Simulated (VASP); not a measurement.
Here is a VASP 6.6.1 calculation.

The input INCAR:

```
SYSTEM = Pt
PREC = Accurate
ENCUT = 500
EDIFF = 1E-6
ISMEAR = 0
SIGMA = 0.2
LREAL = .FALSE.
LASPH = .TRUE.
NELM = 120
ALGO = Normal
ISIF = 2
LWAVE = .FALSE.
LCHARG = .FALSE.
GGA = PE
NBANDS = 11
GGA_COMPAT = .FALSE.
```

Contents of KPOINTS:

```
Automatic mesh
0
G
  13 13 13
  0 0 0
```

File POSCAR:

```
Pt
1.0
    0.0000000000      1.9609000000      1.9609000000
    1.9609000000      0.0000000000      1.9609000000
    1.9609000000      1.9609000000      0.0000000000
Pt
1
Direct
    0.0000000000      0.0000000000      0.0000000000
```

Potentials or basis: VASP PAW PBE potentials, release 64 (Pt).

Launch:

```bash
$ cat potpaw_PBE.64/Pt/POTCAR > POTCAR
$ mpirun -np 1 vasp_std > vasp.out
```

Question: What does it give for the pressure?

Answer: 9.7 GPa.

Question: Predict the band gap on the k mesh.

Answer: Zero (bands 5 and 6 overlap by 2.17 eV).

Caveat: the cell stands under pressure; spin-orbit coupling is left out, which moves the levels of the heavy elements.
